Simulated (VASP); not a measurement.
# Al3Cr4 (Im-3m) in VASP: single point with PBE

Aim: the single point of Al3Cr4 with PBE.

All numbers are computed with VASP 6.6.1; they aren't measurements. Logs are shortened: lines on timing, memory, paths and dates and some standing lists are left out, and cuts for length are marked.

## 1. The cell of the first run

It takes space group Im-3m (No. 229, cubic). The conventional cell has a = 6.090 Å, b = 6.090 Å, c = 6.090 Å, α = 90.00°, β = 90.00°, γ = 90.00°. Within 3.5 Å of Al (site symmetry 4/mmm) lie 8 Cr at 2.64 Å and 4 Al at 3.04 Å. Cr (site symmetry -3m) has 6 Al at 2.64 Å and 6 Cr at 3.04 Å within 3.5 Å.

## 2. Single point, PBE, collinear spin, ferromagnetic start

Input file INCAR:

```
PREC = Accurate
ENCUT = 520
EDIFF = 1E-6
ISMEAR = 0
SIGMA = 0.2
LREAL = F
LASPH = T
NELM = 150
ALGO = Normal
ISIF = 2
LWAVE = F
LCHARG = F
ISPIN = 2
MAGMOM = 0 0 0 3.17 3.17 3.17 3.17
LORBIT = 11
LMAXMIX = 4
GGA = PE
NBANDS = 42
```

Input file KPOINTS:

```
Automatic mesh
0
Gamma
  6 6 6
```

Input file POSCAR:

```
Al3Cr4
1.0
   -3.0448662463      3.0448662463      3.0448662463
    3.0448662463     -3.0448662463      3.0448662463
    3.0448662463      3.0448662463     -3.0448662463
Al Cr
3 4
Direct
    0.0000000000      0.5000000000      0.5000000000
    0.5000000000      0.0000000000      0.5000000000
    0.5000000000      0.5000000000      0.0000000000
    0.5000000000      0.5000000000      0.5000000000
    0.0000000000      0.0000000000      0.5000000000
    1.0000000000      0.5000000000      0.0000000000
    0.5000000000      1.0000000000      1.0000000000
```

Potentials or basis: VASP PAW PBE potentials, release 64 (Al, Cr_pv).

On the command line:

```
$ cat potpaw_PBE.64/Al/POTCAR potpaw_PBE.64/Cr_pv/POTCAR > POTCAR
$ mpirun -np 1 vasp_std > vasp.out
```

OUTCAR:

```text
PREC = Accurate
   ENCUT = 520
   EDIFF = 1E-6
   ISMEAR = 0
   LREAL = F
   LASPH = T
   NELM = 150
   ISIF = 2
   ISPIN = 2
   LORBIT = 11
   GGA = PE

 ion  position               nearest neighbor table
   1  0.000  0.500  0.500-   4 2.64   5 2.64   6 2.64   7 2.64   6 2.64   5 2.64   4 2.64   7 2.64
                             2 3.04   3 3.04   2 3.04   3 3.04
   2  0.500  0.000  0.500-   4 2.64   5 2.64   6 2.64   7 2.64   7 2.64   4 2.64   5 2.64   6 2.64
                             3 3.04   1 3.04   1 3.04   3 3.04
   3  0.500  0.500  0.000-   4 2.64   5 2.64   6 2.64   7 2.64   4 2.64   7 2.64   6 2.64   5 2.64
                             2 3.04   1 3.04   1 3.04   2 3.04
   4  0.500  0.500  0.500-   1 2.64   2 2.64   3 2.64   3 2.64   2 2.64   1 2.64   5 3.04   6 3.04
                             7 3.04   7 3.04   6 3.04   5 3.04
   5  0.000  0.000  0.500-   1 2.64   2 2.64   3 2.64   1 2.64   2 2.64   3 2.64   4 3.04   6 3.04
                             6 3.04   7 3.04   4 3.04   7 3.04
   6  0.000  0.500  0.000-   1 2.64   2 2.64   3 2.64   1 2.64   3 2.64   2 2.64   4 3.04   5 3.04
                             5 3.04   4 3.04   7 3.04   7 3.04
   7  0.500  0.000  0.000-   1 2.64   2 2.64   3 2.64   2 2.64   3 2.64   1 2.64   4 3.04   5 3.04
                             4 3.04   5 3.04   6 3.04   6 3.04

  LATTYP: Found a body centered cubic cell.
 ALAT       =     6.0897324926

  Lattice vectors:

 A1 = (  -3.0448662463,   3.0448662463,   3.0448662463)
 A2 = (   3.0448662463,  -3.0448662463,   3.0448662463)
 A3 = (   3.0448662463,   3.0448662463,  -3.0448662463)

Analysis of symmetry for initial positions (statically):
=====================================================================
 Subroutine PRICEL returns:
 Original cell was already a primitive cell.

 Routine SETGRP: Setting up the symmetry group for a
 body centered cubic supercell.

 Subroutine GETGRP returns: Found 48 space group operations
 (whereof 48 operations were pure point group operations)
 out of a pool of 48 trial point group operations.

The static configuration has the point symmetry O_h .

Analysis of symmetry for dynamics (positions and initial velocities):
=====================================================================
 Subroutine PRICEL returns:
 Original cell was already a primitive cell.

 Routine SETGRP: Setting up the symmetry group for a
 body centered cubic supercell.

 Subroutine GETGRP returns: Found 48 space group operations
 (whereof 48 operations were pure point group operations)
 out of a pool of 48 trial point group operations.

The dynamic configuration has the point symmetry O_h .

Analysis of structural, dynamic, and magnetic symmetry:
=====================================================================
 Subroutine PRICEL returns:
 Original cell was already a primitive cell.

 Routine SETGRP: Setting up the symmetry group for a
 body centered cubic supercell.

 Subroutine GETGRP returns: Found 48 space group operations
 (whereof 48 operations were pure point group operations)
 out of a pool of 48 trial point group operations.

The overall configuration has the point symmetry O_h .

 Subroutine INISYM returns: Found 48 space group operations
 (whereof 48 operations are pure point group operations),
 and found     1 'primitive' translations

----------------------------------------------------------------------------------------

                                     Primitive cell

  volume of cell :     112.9184

  direct lattice vectors                    reciprocal lattice vectors
    -3.044866246  3.044866246  3.044866246     0.000000000  0.164210826  0.164210826
     3.044866246 -3.044866246  3.044866246     0.164210826  0.000000000  0.164210826
     3.044866246  3.044866246 -3.044866246     0.164210826  0.164210826  0.000000000

  length of vectors
     5.273863041  5.273863041  5.273863041     0.232229177  0.232229177  0.232229177

  position of ions in fractional coordinates (direct lattice)
     0.000000000  0.500000000  0.500000000
     0.500000000  0.000000000  0.500000000
     0.500000000  0.500000000  0.000000000
     0.500000000  0.500000000  0.500000000
     0.000000000  0.000000000  0.500000000
     0.000000000  0.500000000  0.000000000
     0.500000000  0.000000000  0.000000000

  ion indices of the primitive-cell ions
   primitive index   ion index
[... 57 lines left out ...]
   ions per type =               3   4
   NGX,Y,Z   is equivalent  to a cutoff of  12.61, 12.61, 12.61 a.u.
   NGXF,Y,Z  is equivalent  to a cutoff of  25.22, 25.22, 25.22 a.u.
 SYSTEM =  unknown system
   PREC   = accura    normal or accurate (medium, high low for compatibility)
   ISTART =      0    job   : 0-new  1-cont  2-samecut
   ICHARG =      2    charge: 1-file 2-atom 10-const
   ISPIN  =      2    spin polarized calculation?
   LNONCOLLINEAR =      F non collinear calculations
   LSORBIT =      F    spin-orbit coupling
   LASPH  =      T    aspherical Exc in radial PAW
   ENCUT  =  520.0 eV  38.22 Ry    6.18 a.u.   9.81  9.81  9.81*2*pi/ulx,y,z
   NELM   =    150;   NELMIN=  2; NELMDL= -5     # of ELM steps
   EDIFF  = 0.1E-05   stopping-criterion for ELM
   LREAL  =      F    real-space projection
   EDIFFG = 0.1E-04   stopping-criterion for IOM
   NSW    =      0    number of steps for IOM
   IBRION =     -1    ionic relax: 0-MD 1-quasi-New 2-CG
   NFREE  =      0    steps in history (QN), initial steepest desc. (CG)
   ISIF   =      2    stress and relaxation
   ISYM   =      2    0-nonsym 1-usesym 2-fastsym
   POTIM  = 0.5000    time-step for ionic-motion
   TEBEG  =    0.0;   TEEND  =   0.0 temperature during run
   PSTRESS=    0.0 pullay stress
   NELECT =      57.0000    total number of electrons
   NUPDOWN=      -1.0000    fix difference up-down
   EMIN   =  10.00;   EMAX   =-10.00  energy-range for DOS
   EFERMI =   0.00;   METHOD = LEGACY
   ISMEAR =     0;   SIGMA  =   0.20  broadening in eV -4-tet -1-fermi 0-gaus
   EFERMI_NEDOS =   21; number of points for ismear=-14 and -15
   IALGO  =     38    algorithm
   IMIX   =      4    mixing-type and parameters
     AMIX     =   0.40;   BMIX     =  1.00
     AMIX_MAG =   1.60;   BMIX_MAG =  1.00
  volume/ion in A,a.u.               =      16.13       108.86
  Fermi-wavevector in a.u.,A,eV,Ry     =   1.303502  2.463261 23.117882  1.699116
  Thomas-Fermi vector in A             =   2.434499
   LORBIT       =     11    0 simple, 1 ext, 2 COOP (PROOUT), +10 PAW based schemes
   GGA     = PE    functional components
   LHFCALC =     F    Hartree Fock is set to
   AEXX    =    0.0000 exact exchange contribution
   IVDW    =     0    specifies the selected vdW correction
   LEPSILON=     F    determine dielectric tensor
   LRPA    =     F    only Hartree local field effects (RPA)
 spin polarized calculation
 Gauss-broadening in eV      SIGMA  =   0.20
  energy-cutoff  :      520.00
  volume of cell :      112.92
 maximum number of plane-waves:      3059
   NGX = 19   NGY = 19   NGZ = 19

 number of electron      56.9999979 magnetization       9.0976864

 number of electron      56.9999975 magnetization      12.5395241

 Free energy of the ion-electron system (eV)
  ---------------------------------------------------
  ext. energy  EPLUGINS =         0.00000000
  ---------------------------------------------------
  free energy    TOTEN  =       -46.45017480 eV

  energy without entropy =      -46.33953599  energy(sigma->0) =      -46.39485539

 E-fermi :   7.0721     XC(G=0): -10.9729

 val. band max:        7.0681864437   @ k =   0.1667   0.1667   0.0000
 cond. band min:       7.0829020645   @ k =   0.1667   0.0000   0.0000
 fundamental gap:      0.0147156208
 Fermi energy:         7.0720565475

 spin component 1

 k-point     1 :       0.0000    0.0000    0.0000
  band No.  band energies     occupation
      1     -36.6378      1.00000
      2     -36.6378      1.00000
      3     -36.6378      1.00000
      4     -36.6178      1.00000
      5     -36.6178      1.00000
      6     -36.6178      1.00000
[... 677 lines left out ...]
     39      10.3588      0.00000
     40      10.3588      0.00000
 Fermi energy:         7.0720565475

 spin component 2

 k-point     1 :       0.0000    0.0000    0.0000
  band No.  band energies     occupation
      1     -33.7698      1.00000
      2     -33.7698      1.00000
      3     -33.7698      1.00000
      4     -33.7240      1.00000
      5     -33.7240      1.00000
      6     -33.7240      1.00000
[... 677 lines left out ...]
     39      11.1807      0.00000
     40      11.1807      0.00000
 [bands above 40 left out]

------------------------ aborting loop because EDIFF is reached ----------------------------------------

  FORCE on cell =-STRESS in cart. coord.  units (eV):
  Direction    XX          YY          ZZ          XY          YZ          ZX
  --------------------------------------------------------------------------------------
  -------------------------------------------------------------------------------------
  Total       -0.1976843     -0.1976843     -0.1976843      0.0000000      0.0000000     -0.0000000
  in kB       -2.8049054     -2.8049054     -2.8049054      0.0000000      0.0000000     -0.0000000
  external PRESSURE =      -2.8049054 kB  Pullay stress =       0.0000000 kB

 VOLUME and BASIS-vectors are now :
 -----------------------------------------------------------------------------
  energy-cutoff  :      520.00
  volume of cell :      112.92
      direct lattice vectors                 reciprocal lattice vectors
    -3.044866246  3.044866246  3.044866246     0.000000000  0.164210826  0.164210826
     3.044866246 -3.044866246  3.044866246     0.164210826  0.000000000  0.164210826
     3.044866246  3.044866246 -3.044866246     0.164210826  0.164210826  0.000000000

 POSITION                                       TOTAL-FORCE (eV/Angst)
 -----------------------------------------------------------------------------------
      3.04487      0.00000      0.00000        -0.000000      0.000000     -0.000000
      0.00000      3.04487      0.00000        -0.000000      0.000000     -0.000000
      0.00000      0.00000      3.04487         0.000000      0.000000     -0.000000
      1.52243      1.52243      1.52243         0.000000     -0.000000      0.000000
      1.52243      1.52243     -1.52243        -0.000000      0.000000      0.000000
      1.52243     -1.52243      1.52243         0.000000     -0.000000      0.000000
     -1.52243      1.52243      1.52243        -0.000000      0.000000     -0.000000
 -----------------------------------------------------------------------------------
    total drift:                                0.000000     -0.000000      0.000000

  FREE ENERGIE OF THE ION-ELECTRON SYSTEM (eV)
  ---------------------------------------------------
  free  energy   TOTEN  =       -46.4501747975 eV

  energy  without entropy=      -46.3395359857  energy(sigma->0) =      -46.39485539

 total charge

# of ion       s       p       d       tot
------------------------------------------
    1        0.428   0.416   0.000   0.844
    2        0.428   0.416   0.000   0.844
    3        0.428   0.416   0.000   0.844
    4        0.301   6.225   4.137  10.663
    5        0.301   6.225   4.137  10.663
    6        0.301   6.225   4.137  10.663
    7        0.301   6.225   4.137  10.663
--------------------------------------------------
tot          2.487  26.147  16.550  45.183

 magnetization (x)

# of ion       s       p       d       tot
------------------------------------------
    1       -0.032  -0.035   0.000  -0.068
    2       -0.032  -0.035   0.000  -0.068
    3       -0.032  -0.035   0.000  -0.068
    4        0.026   0.033   2.892   2.952
    5        0.026   0.033   2.892   2.952
    6        0.026   0.033   2.892   2.952
    7        0.026   0.033   2.892   2.952
--------------------------------------------------
tot          0.009   0.027  11.569  11.605
```

Wall time 2.3 min (1 thread of Intel Xeon Platinum 8488C (Sapphire Rapids), shared host); peak memory 0.34 GiB.

What came out:

| Item | Value |
| --- | --- |
| Free energy | -46.4502 eV |
| Pressure | -0.3 GPa |
| Net moment | 12.54 μB per cell |
| Site moments | Al -0.07; Cr +2.95 μB |
| Valence electrons inside the program's atomic spheres | Al 0.84; Cr 10.66 |

Levels at points of the mesh, in eV from the Fermi level:
Spin up:
| k point | band 32 | band 33 | band 34 | band 35 | band 36 | band 37 |
| --- | --- | --- | --- | --- | --- | --- |
| (0.00, 0.00, 0.00) | -0.22 | -0.22 | -0.19 | -0.19 | -0.19 | 0.60 |
| (0.50, 0.00, 0.00) | -0.64 | -0.50 | -0.36 | 0.14 | 0.22 | 1.15 |
| (0.50, 0.50, 0.50) | -0.17 | -0.06 | 0.65 | 0.65 | 1.16 | 1.16 |
Spin down:
| k point | band 19 | band 20 | band 21 | band 22 | band 23 | band 24 | band 25 | band 26 |
| --- | --- | --- | --- | --- | --- | --- | --- | --- |
| (0.00, 0.00, 0.00) | -0.81 | -0.51 | -0.51 | -0.51 | -0.32 | -0.32 | 0.25 | 0.25 |
| (0.50, 0.00, 0.00) | -1.16 | -1.16 | -0.50 | -0.28 | -0.23 | 0.44 | 0.98 | 1.01 |
| (0.50, 0.50, 0.50) | -1.41 | -1.41 | -1.41 | 0.38 | 0.38 | 0.38 | 1.07 | 1.07 |
